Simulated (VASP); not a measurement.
Wanted: the native input for a VASP 6.6.1 run.

| Item | Value |
| --- | --- |
| Task | single point |
| Functional | PBE |
| Dispersion | D3(BJ) |
| Potentials or basis | VASP PAW PBE potentials, release 64 (Ca_sv, F, H) |
| Cutoff | 520 eV |
| k mesh | 2 × 2 × 1 |
| Occupations | fermi-dirac, width 0.05 eV |
| Spin | no spin polarisation |
| Dipole correction | no |
| Further INCAR settings | LREAL = Auto; ALGO = Normal; EDIFF = 1e-06; NBANDS = 99 |

The structure of Ca16HF lies in POSCAR:

```
Ca16HF
1.0
   11.1600000000      0.0000000000      0.0000000000
    0.0000000000      7.8913120000      0.0000000000
    0.0000000000      0.0000000000     16.9184840000
Ca F H
16 1 1
Direct
    0.2500000000      0.2500000000      0.0591070000
    0.7500000000      0.2500000000      0.0591070000
    0.2500000000      0.7500000000      0.0591070000
    0.7500000000      0.7500000000      0.0591070000
   -0.0033277422      0.0000087153      0.1705345854
    0.5007730428     -0.0002344129      0.1710758192
   -0.0041521834      0.5006908147      0.1726185431
    0.5017225965      0.4994139610      0.1705713191
    0.2473099710      0.2501416195      0.2765196586
    0.7467036278      0.2471613848      0.2851308757
    0.2487954026      0.7473343446      0.2763822030
    0.7472107103      0.7473535591      0.2848955273
    0.0123515004     -0.0062795254      0.3906992111
    0.4789152876     -0.0072193120      0.3933152422
    0.0107898085      0.4958291869      0.3974063292
    0.4800835542      0.5008300567      0.3933098054
    0.1317041724      0.6338467353      0.4917522733
    0.2045452878      0.6498345982      0.4561160645
```

These files were run (other wordings do the same):

INCAR

```
SYSTEM = Ca16HF
ALGO = Normal ; EDIFF = 1E-6
ENCUT = 520 ; GGA = PE
ISIF = 2 ; ISMEAR = -1
IVDW = 12 ; LASPH = .True.
LCHARG = .False. ; LREAL = Auto
LWAVE = .False. ; NBANDS = 99
NELM = 80 ; PREC = Accurate
SIGMA = 0.05
```

KPOINTS

```
k-points
0
Gamma
  2 2 1
  0 0 0
```

Potentials or basis: VASP PAW PBE potentials, release 64 (Ca_sv, F, H).

The run is started by

```bash
$ cat potpaw_PBE.64/Ca_sv/POTCAR potpaw_PBE.64/F/POTCAR potpaw_PBE.64/H/POTCAR > POTCAR
$ mpirun -np 1 vasp_std > vasp.out
```

It gave:

```json
{
 "Largest force": "0.136 eV/Å",
 "Band gap on the k mesh": "zero (bands 84 and 85 overlap by 0.16 eV)",
 "Dispersion energy per atom": "-0.141 eV"
}
```

Caveat: the k points lie up to 0.40 Å⁻¹ apart.

Wall time 13 min on 1 thread of Intel(R) Xeon(R) 6975P-C (Granite Rapids), with other jobs on the host, peak memory 1.3 GiB.
